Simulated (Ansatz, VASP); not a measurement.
Two plane-wave programs on WS2

The input INCAR:

```
SYSTEM = WS2
ALGO = Normal ; DIPOL = 0.5 0.5 0.402
EDIFF = 1E-6 ; ENCUT = 520
GGA = PE ; IDIPOL = 3
ISIF = 2 ; ISMEAR = 0
IVDW = 12 ; LASPH = .True.
LCHARG = .False. ; LDIPOL = .True.
LREAL = .False. ; LWAVE = .False.
NBANDS = 35 ; NELM = 80
PREC = Accurate ; SIGMA = 0.05
```

KPOINTS

```
k-points
0
Gamma
  9 9 1
  0 0 0
```

Contents of POSCAR:

```
WS2
1.0
    3.1595457497      0.0000000000      0.0000000000
   -1.5797728749      2.7362468836      0.0000000000
    0.0000000000      0.0000000000     23.8042575719
S W
4 2
Direct
    0.3333333333      0.6666666667      0.1890418126
    0.3333333333      0.6666666667      0.3214605103
    0.5000000000      1.0000000000      0.4827761904
    0.5000000000      1.0000000000      0.6151948880
    0.6666666667      0.3333333333      0.2552511581
    0.1666666667      1.3333333333      0.5489855359
```

Input for Ansatz:

```yaml
crystal:
  lattice:
    - [3.1595457497, 0.0, 0.0]
    - [-1.5797728749, 2.7362468836, 0.0]
    - [0.0, 0.0, 23.8042575719]
  atoms:
    - { symbol: S, position: [0.3333333333, 0.6666666667, 0.1890418126] }
    - { symbol: W, position: [0.6666666667, 0.3333333333, 0.2552511581] }
    - { symbol: S, position: [0.3333333333, 0.6666666667, 0.3214605103] }
    - { symbol: S, position: [0.5, 1.0, 0.4827761904] }
    - { symbol: W, position: [0.1666666667, 1.3333333333, 0.5489855359] }
    - { symbol: S, position: [0.5, 1.0, 0.615194888] }
basis:
  ecutwfc: 420
kpoints:
  mp_grid: { grid: [9, 9, 1] }
hamiltonian:
  xc: pbe
  pseudopotentials: { kind: paw, azcp: { folder: soft_1 } }
  dispersion: d3bj
scf:
  occupations: { method: gaussian, width: 0.05 }
output:
  forces: true
  eigenvalues: true
efield:
  axis: 3
  dipole_correction: true
  ramp_width: 0.04
```

Alike in both runs: task single point; functional PBE; dispersion D3(BJ); k mesh 9 × 9 × 1; occupations gaussian, width 0.05 eV; no spin polarisation.

```csv
,VASP,Ansatz
version,VASP 6.6.1,Ansatz 0.2.0
potentials or method,"VASP PAW PBE potentials, release 64 (S, W_sv), cutoff 520 eV","scalar-relativistic, plane waves, PAW"
valence electrons in the cell,52,52
```

|  | VASP | Ansatz | Ansatz less VASP |
| --- | --- | --- | --- |
| gap on the k mesh at the Fermi level (eV) | 1.86 | 1.85 | -0.013 |
| least direct gap on the mesh (eV) | 1.91 | 1.91 | -0.003 |
| rms of the force components (eV/Å) | 0.024 | 0.024 | -0.0006 |

Spin-orbit coupling is off throughout.
